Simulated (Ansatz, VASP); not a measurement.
Si2W in VASP and in Ansatz

Contents of INCAR:

```
SYSTEM = Si2W
  PREC = Accurate
  ENCUT = 520
  EDIFF = 1E-6
  ISMEAR = 0
  SIGMA = 0.03
  LREAL = .FALSE.
  LASPH = .TRUE.
  NELM = 60
  ALGO = Normal
  ISIF = 2
  LWAVE = .FALSE.
  LCHARG = .TRUE.
  GGA = PE
  LELF = .TRUE.
  LVHAR = .TRUE.
  NBANDS = 43
```

The input KPOINTS:

```
Automatic mesh
0
G
  9 9 6
  0 0 0
```

POSCAR

```
Si2W
1.0
    4.5428566490      0.0000000000      0.0000000000
   -2.2714283245      3.9342292638      0.0000000000
    0.0000000000      0.0000000000      6.8578963974
Si W
6 3
Direct
    0.8300872726      0.6601745453      0.5000000000
    0.1699127274      0.8300872726      0.8333333333
    0.6601745453      0.8300872726      0.1666666667
    0.1699127274      0.3398254547      0.5000000000
    0.8300872726      0.1699127274      0.8333333333
    0.3398254547      0.1699127274      0.1666666667
    0.0000000000      0.5000000000      0.1666666667
    0.5000000000      0.5000000000      0.8333333333
    0.5000000000      0.0000000000      0.5000000000
```

Input for Ansatz:

```yaml
crystal:
  lattice:
    - [4.542856649, 0.0, 0.0]
    - [-2.2714283245, 3.9342292638, 0.0]
    - [0.0, 0.0, 6.8578963974]
  atoms:
    - { symbol: Si, position: [0.8300872726, 0.6601745453, 0.5] }
    - { symbol: Si, position: [0.1699127274, 0.8300872726, 0.8333333333] }
    - { symbol: Si, position: [0.6601745453, 0.8300872726, 0.1666666667] }
    - { symbol: Si, position: [0.1699127274, 0.3398254547, 0.5] }
    - { symbol: Si, position: [0.8300872726, 0.1699127274, 0.8333333333] }
    - { symbol: Si, position: [0.3398254547, 0.1699127274, 0.1666666667] }
    - { symbol: W, position: [0.0, 0.5, 0.1666666667] }
    - { symbol: W, position: [0.5, 0.5, 0.8333333333] }
    - { symbol: W, position: [0.5, 0.0, 0.5] }
basis:
  ecutwfc: 420
kpoints:
  mp_grid: { grid: [9, 9, 6] }
hamiltonian:
  xc: pbe
  pseudopotentials: { kind: paw, azcp: { folder: soft_1 } }
scf:
  occupations: { method: gaussian, width: 0.03 }
output:
  forces: true
  stress: true
  eigenvalues: true
```

Alike in both runs: task single point; functional PBE; k mesh 9 × 9 × 6; occupations gaussian, width 0.03 eV; no spin polarisation.

```csv
,VASP,Ansatz
version,VASP 6.6.1,Ansatz 0.2.0
potentials or method,"VASP PAW PBE potentials, release 64 (Si, W_sv), cutoff 520 eV","scalar-relativistic, plane waves, PAW"
valence electrons in the cell,66,66
```

```tsv
	VASP	Ansatz	Ansatz less VASP
gap on the k mesh at the Fermi level (eV)	0.35	0.35	+0.001
least direct gap on the mesh (eV)	0.83	0.83	+0.002
pressure (GPa)	0.7	0.6	-0.03
traceless stress, the component that is largest in VASP (GPa)	-7.37	-7.38	-0.005
rms of the force components (eV/Å)	0.382	0.381	-0.0009
```

Atom by atom the forces differ by 0.001 eV/Å (rms over components). The functional is the same, so the differences come from potentials, cutoffs and numerics.

Spin-orbit coupling is off throughout.
